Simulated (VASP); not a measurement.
# WSe2 in VASP: single point with LDA

Aim: the single point of WSe2 with LDA.

Everything below comes from runs of VASP 6.6.1. Logs are shortened: lines on timing, memory, paths and dates and some standing lists are left out, and cuts for length are marked.

### 1 The cell of the first run

The cell holds a sheet with vacuum, 6 atoms: a = 3.282 Å, b = 3.282 Å, c = 43.468 Å, α = 90.00°, β = 90.00°, γ = 120.00°.

### 2 Single point, LDA

Contents of INCAR:

```
  PREC = Accurate
  ENCUT = 520
  EDIFF = 1E-6
  ISMEAR = 0
  SIGMA = 0.01
  LREAL = False
  LASPH = True
  NELM = 80
  ALGO = Normal
  ISIF = 2
  LWAVE = False
  LCHARG = False
  LDIPOL = True
  IDIPOL = 3
  DIPOL = 0.5 0.5 0.345
  GGA = CA
  NBANDS = 35
```

Contents of KPOINTS:

```
regular mesh
0
Gamma
  12 12 1
```

Contents of POSCAR:

```
WSe2
1.0
    3.2820000000      0.0000000000      0.0000000000
   -1.6410000000      2.8422953752      0.0000000000
    0.0000000000      0.0000000000     43.4680000000
W Se
2 4
Direct
    0.3333333333      0.6666666667      0.4183471063
    0.6666666667      0.3333333333      0.2718157722
    0.6666666667      0.3333333333      0.4563345506
    0.6666666667      0.3333333333      0.3802760887
    0.3333333333      0.6666666667      0.3098867897
    0.3333333333      0.6666666667      0.2338283278
```

Potentials or basis: VASP PAW LDA potentials, release 64 (W_sv, Se).

Launch:

```sh
> cat potpaw_LDA.64/W_sv/POTCAR potpaw_LDA.64/Se/POTCAR > POTCAR
> mpirun -np 1 vasp_std > vasp.out
```

OUTCAR:

```text
PREC = Accurate
   ENCUT = 520
   EDIFF = 1E-6
   ISMEAR = 0
   LREAL = False
   LASPH = True
   NELM = 80
   ISIF = 2
   GGA = CA

 ion  position               nearest neighbor table
   1  0.333  0.667  0.418-   3 2.51   3 2.51   3 2.51   4 2.52   4 2.52   4 2.52
   2  0.667  0.333  0.272-   6 2.51   6 2.51   6 2.51   5 2.52   5 2.52   5 2.52
   3  0.667  0.333  0.456-   1 2.51   1 2.51   1 2.51
   4  0.667  0.333  0.380-   1 2.52   1 2.52   1 2.52
   5  0.333  0.667  0.310-   2 2.52   2 2.52   2 2.52
   6  0.333  0.667  0.234-   2 2.51   2 2.51   2 2.51

  LATTYP: Found a hexagonal cell.
 ALAT       =     3.2820000000
 C/A-ratio  =    13.2443631932

  Lattice vectors:

 A1 = (   3.2820000000,   0.0000000000,   0.0000000000)
 A2 = (  -1.6410000000,   2.8422953752,   0.0000000000)
 A3 = (   0.0000000000,   0.0000000000,  43.4680000000)

Analysis of symmetry for initial positions (statically):
=====================================================================
 Subroutine PRICEL returns:
 Original cell was already a primitive cell.

 Routine SETGRP: Setting up the symmetry group for a
 hexagonal supercell.

 Subroutine GETGRP returns: Found 12 space group operations
 (whereof  6 operations were pure point group operations)
 out of a pool of 24 trial point group operations.

The static configuration has the point symmetry C_3v.
 The point group associated with its full space group is D_3d.

Analysis of symmetry for dynamics (positions and initial velocities):
=====================================================================
 Subroutine PRICEL returns:
 Original cell was already a primitive cell.

 Routine SETGRP: Setting up the symmetry group for a
 hexagonal supercell.

 Subroutine GETGRP returns: Found 12 space group operations
 (whereof  6 operations were pure point group operations)
 out of a pool of 24 trial point group operations.

The dynamic configuration has the point symmetry C_3v.
 The point group associated with its full space group is D_3d.

 Subroutine INISYM returns: Found 12 space group operations
 (whereof  6 operations are pure point group operations),
 and found     1 'primitive' translations

----------------------------------------------------------------------------------------

                                     Primitive cell

  volume of cell :     405.4875

  direct lattice vectors                    reciprocal lattice vectors
     3.282000000  0.000000000  0.000000000     0.304692261  0.175914159  0.000000000
    -1.641000000  2.842295375  0.000000000     0.000000000  0.351828318  0.000000000
     0.000000000  0.000000000 43.468000000     0.000000000  0.000000000  0.023005429

  length of vectors
     3.282000000  3.282000000 43.468000000     0.351828318  0.351828318  0.023005429

  position of ions in fractional coordinates (direct lattice)
     0.333333333  0.666666667  0.418347106
     0.666666667  0.333333333  0.271815772
     0.666666667  0.333333333  0.456334551
     0.666666667  0.333333333  0.380276089
     0.333333333  0.666666667  0.309886790
     0.333333333  0.666666667  0.233828328

  ion indices of the primitive-cell ions
   primitive index   ion index
                 1           1
                 2           2
                 3           3
                 4           4
                 5           5
                 6           6

----------------------------------------------------------------------------------------

 KPOINTS: regular mesh

Automatic generation of k-mesh.
 Grid dimensions read from file:
 generate k-points for:   12   12    1

 Generating k-lattice:

  Cartesian coordinates                     Fractional coordinates (reciprocal lattice)
     0.025391022  0.014659513  0.000000000     0.083333333  0.000000000  0.000000000
     0.000000000  0.029319026  0.000000000     0.000000000  0.083333333  0.000000000
     0.000000000  0.000000000  0.023005429     0.000000000  0.000000000  1.000000000

  Length of vectors
     0.029319026  0.029319026  0.023005429

  Shift w.r.t. Gamma in fractional coordinates (k-lattice)
     0.000000000  0.000000000  0.000000000

 Subroutine IBZKPT returns following result:
 ===========================================

 Found     19 irreducible k-points:

 Following reciprocal coordinates:
            Coordinates               Weight
  0.000000  0.000000  0.000000      1.000000
  0.083333 -0.000000  0.000000      6.000000
  0.166667 -0.000000  0.000000      6.000000
  0.250000  0.000000  0.000000      6.000000
  0.333333 -0.000000  0.000000      6.000000
  0.416667  0.000000  0.000000      6.000000
[... 11 lines left out ...]
  0.333333  0.250000  0.000000     12.000000
  0.333333  0.333333  0.000000      2.000000
   k-points           NKPTS =     19   k-points in BZ     NKDIM =     19   number of bands    NBANDS=     35
   number of dos      NEDOS =    301   number of ions     NIONS =      6
   total plane-waves  NPLWV = 186624
   dimension x,y,z NGX =    24 NGY =   24 NGZ =  324
   dimension x,y,z NGXF=    48 NGYF=   48 NGZF=  648
   ions per type =               2   4
   NGX,Y,Z   is equivalent  to a cutoff of  12.16, 12.16, 12.39 a.u.
   NGXF,Y,Z  is equivalent  to a cutoff of  24.31, 24.31, 24.78 a.u.
 SYSTEM =  unknown system
   PREC   = accura    normal or accurate (medium, high low for compatibility)
   ISTART =      0    job   : 0-new  1-cont  2-samecut
   ICHARG =      2    charge: 1-file 2-atom 10-const
   ISPIN  =      1    spin polarized calculation?
   LNONCOLLINEAR =      F non collinear calculations
   LSORBIT =      F    spin-orbit coupling
   LASPH  =      T    aspherical Exc in radial PAW
   ENCUT  =  520.0 eV  38.22 Ry    6.18 a.u.   6.10  6.10 80.82*2*pi/ulx,y,z
   NELM   =     80;   NELMIN=  2; NELMDL= -5     # of ELM steps
   EDIFF  = 0.1E-05   stopping-criterion for ELM
   LREAL  =      F    real-space projection
   EDIFFG = 0.1E-04   stopping-criterion for IOM
   NSW    =      0    number of steps for IOM
   IBRION =     -1    ionic relax: 0-MD 1-quasi-New 2-CG
   NFREE  =      0    steps in history (QN), initial steepest desc. (CG)
   ISIF   =      2    stress and relaxation
   ISYM   =      2    0-nonsym 1-usesym 2-fastsym
   POTIM  = 0.5000    time-step for ionic-motion
   TEBEG  =    0.0;   TEEND  =   0.0 temperature during run
   PSTRESS=    0.0 pullay stress
   NELECT =      52.0000    total number of electrons
   NUPDOWN=      -1.0000    fix difference up-down
   EMIN   =  10.00;   EMAX   =-10.00  energy-range for DOS
   EFERMI =   0.00;   METHOD = LEGACY
   ISMEAR =     0;   SIGMA  =   0.01  broadening in eV -4-tet -1-fermi 0-gaus
   EFERMI_NEDOS =   21; number of points for ismear=-14 and -15
   IALGO  =     38    algorithm
   IMIX   =      4    mixing-type and parameters
     AMIX     =   0.40;   BMIX     =  1.00
     AMIX_MAG =   1.60;   BMIX_MAG =  1.00
  volume/ion in A,a.u.               =      67.58       456.06
  Fermi-wavevector in a.u.,A,eV,Ry     =   0.825563  1.560088  9.273105  0.681554
  Thomas-Fermi vector in A             =   1.937443
   LORBIT       =      0    0 simple, 1 ext, 2 COOP (PROOUT), +10 PAW based schemes
   GGA     = CA    functional components
   LHFCALC =     F    Hartree Fock is set to
   AEXX    =    0.0000 exact exchange contribution
   IVDW    =     0    specifies the selected vdW correction
   LEPSILON=     F    determine dielectric tensor
   LRPA    =     F    only Hartree local field effects (RPA)
 non-spin polarized calculation
 Gauss-broadening in eV      SIGMA  =   0.01
  energy-cutoff  :      520.00
  volume of cell :      405.49
 maximum number of plane-waves:     11034
   NGX = 13   NGY = 13   NGZ =161

 dipolmoment           0.000000      0.000000      0.000015 electrons x Angstroem

 number of electron      51.9999990 magnetization

 dipolmoment           0.000000      0.000000     -0.000003 electrons x Angstroem

 Free energy of the ion-electron system (eV)
  ---------------------------------------------------
  ext. energy  EPLUGINS =         0.00000000
  ---------------------------------------------------
  free energy    TOTEN  =       -48.35936364 eV

  energy without entropy =      -48.35936364  energy(sigma->0) =      -48.35936364

 E-fermi :  -1.6373     XC(G=0):  -3.5296

 val. band max:       -1.7549337661   @ k =   0.0000   0.0000   0.0000
 cond. band min:      -0.5199180253   @ k =   0.1667   0.1667   0.0000
 fundamental gap:      1.2350157408
 Fermi energy:        -1.6373281646

 k-point     1 :       0.0000    0.0000    0.0000
  band No.  band energies     occupation
      1     -75.5385      2.00000
      2     -75.5385      2.00000
      3     -40.0628      2.00000
      4     -40.0628      2.00000
      5     -39.9225      2.00000
      6     -39.9225      2.00000
[... 27 lines left out ...]
     34       1.3022      0.00000
     35       2.5392      0.00000

 k-point     2 :       0.0833   -0.0000    0.0000
  band No.  band energies     occupation
      1     -75.5378      2.00000
      2     -75.5378      2.00000
      3     -40.0595      2.00000
      4     -40.0595      2.00000
      5     -39.9394      2.00000
      6     -39.9394      2.00000
[... 27 lines left out ...]
     34       1.2381      0.00000
     35       2.9327      0.00000

 k-point     3 :       0.1667   -0.0000    0.0000
  band No.  band energies     occupation
      1     -75.5358      2.00000
      2     -75.5358      2.00000
      3     -40.0506      2.00000
      4     -40.0506      2.00000
      5     -39.9853      2.00000
      6     -39.9853      2.00000
[... 27 lines left out ...]
     34       1.6832      0.00000
     35       3.4049      0.00000

 k-point     4 :       0.2500    0.0000    0.0000
  band No.  band energies     occupation
      1     -75.5330      2.00000
      2     -75.5330      2.00000
      3     -40.0473      2.00000
      4     -40.0473      2.00000
      5     -40.0384      2.00000
      6     -40.0384      2.00000
[... 27 lines left out ...]
     34       2.1436      0.00000
     35       3.9295      0.00000

 k-point     5 :       0.3333   -0.0000    0.0000
  band No.  band energies     occupation
      1     -75.5302      2.00000
      2     -75.5302      2.00000
      3     -40.1086      2.00000
      4     -40.1086      2.00000
      5     -40.0261      2.00000
      6     -40.0261      2.00000
[... 448 lines left out ...]
 k-point    17 :       0.2500    0.2500    0.0000
  band No.  band energies     occupation
      1     -75.5274      2.00000
      2     -75.5274      2.00000
      3     -40.1238      2.00000
      4     -40.1238      2.00000
      5     -40.0274      2.00000
      6     -40.0274      2.00000
[... 27 lines left out ...]
     34       2.9514      0.00000
     35       4.0950      0.00000

 k-point    18 :       0.3333    0.2500    0.0000
  band No.  band energies     occupation
      1     -75.5264      2.00000
      2     -75.5263      2.00000
      3     -40.1270      2.00000
      4     -40.1270      2.00000
      5     -40.0520      2.00000
      6     -40.0520      2.00000
[... 27 lines left out ...]
     34       2.9341      0.00000
     35       3.7808      0.00000

 k-point    19 :       0.3333    0.3333    0.0000
  band No.  band energies     occupation
      1     -75.5260      2.00000
      2     -75.5260      2.00000
      3     -40.1082      2.00000
      4     -40.1082      2.00000
      5     -40.0811      2.00000
      6     -40.0811      2.00000
[... 27 lines left out ...]
     34       2.9443      0.00000
     35       4.0897      0.00000

------------------------ aborting loop because EDIFF is reached ----------------------------------------

 vacuum level on the upper side and lower side of the slab       (xc-potential included)        -0.111        -0.112

  FORCE on cell =-STRESS in cart. coord.  units (eV):
  Direction    XX          YY          ZZ          XY          YZ          ZX
  --------------------------------------------------------------------------------------
  -------------------------------------------------------------------------------------
  Total       -1.3028365     -1.3028365      0.6553636      0.0000000     -0.0000000      0.0000000
  in kB       -5.1478164     -5.1478164      2.5894973      0.0000000     -0.0000000      0.0000000
  external PRESSURE =      -2.5687118 kB  Pullay stress =       0.0000000 kB

 VOLUME and BASIS-vectors are now :
 -----------------------------------------------------------------------------
  energy-cutoff  :      520.00
  volume of cell :      405.49
      direct lattice vectors                 reciprocal lattice vectors
     3.282000000  0.000000000  0.000000000     0.304692261  0.175914159  0.000000000
    -1.641000000  2.842295375  0.000000000     0.000000000  0.351828318  0.000000000
     0.000000000  0.000000000 43.468000000     0.000000000  0.000000000  0.023005429

 POSITION                                       TOTAL-FORCE (eV/Angst)
 -----------------------------------------------------------------------------------
     -0.00000      1.89486     18.18471        -0.000000      0.000000      0.000549
      1.64100      0.94743     11.81529        -0.000000     -0.000000     -0.000549
      1.64100      0.94743     19.83595         0.000000      0.000000      0.101339
      1.64100      0.94743     16.52984         0.000000      0.000000     -0.099610
     -0.00000      1.89486     13.47016        -0.000000     -0.000000      0.099610
     -0.00000      1.89486     10.16405        -0.000000      0.000000     -0.101339
 -----------------------------------------------------------------------------------
    total drift:                                0.000000      0.000000     -0.000103

  FREE ENERGIE OF THE ION-ELECTRON SYSTEM (eV)
  ---------------------------------------------------
  free  energy   TOTEN  =       -48.3593636441 eV

  energy  without entropy=      -48.3593636441  energy(sigma->0) =      -48.35936364

 vacuum level on the upper side and lower side of the slab         3.299         3.299
```

Wall time 10 min (1 thread of Intel Xeon 8259CL, shared host); peak memory 0.49 GiB.

What came out:

- Free energy: -48.3594 eV
- Largest force: 0.101 eV/Å
- Band gap on the k mesh: 1.24 eV (least direct gap 1.55 eV)

Forces in eV/Å, atoms in the order of the input:
```
W    0.000  0.000  0.001
W    0.000  0.000 -0.001
Se   0.000  0.000  0.101
Se   0.000  0.000 -0.100
Se   0.000  0.000  0.100
Se   0.000  0.000 -0.101
```

Levels at points of the mesh, in eV from the valence-band top:
```tsv
k point	band 23	band 24	band 25	band 26	band 27	band 28	band 29	band 30
(0.00, 0.00, 0.00)	-1.51	-1.51	-0.75	0.00	2.73	2.73	2.78	2.78
(0.50, 0.00, 0.00)	-1.29	-1.24	-1.20	-1.09	2.16	2.19	2.47	2.65
```

Caveat: spin-orbit coupling is left out, which moves the levels of the heavy elements.
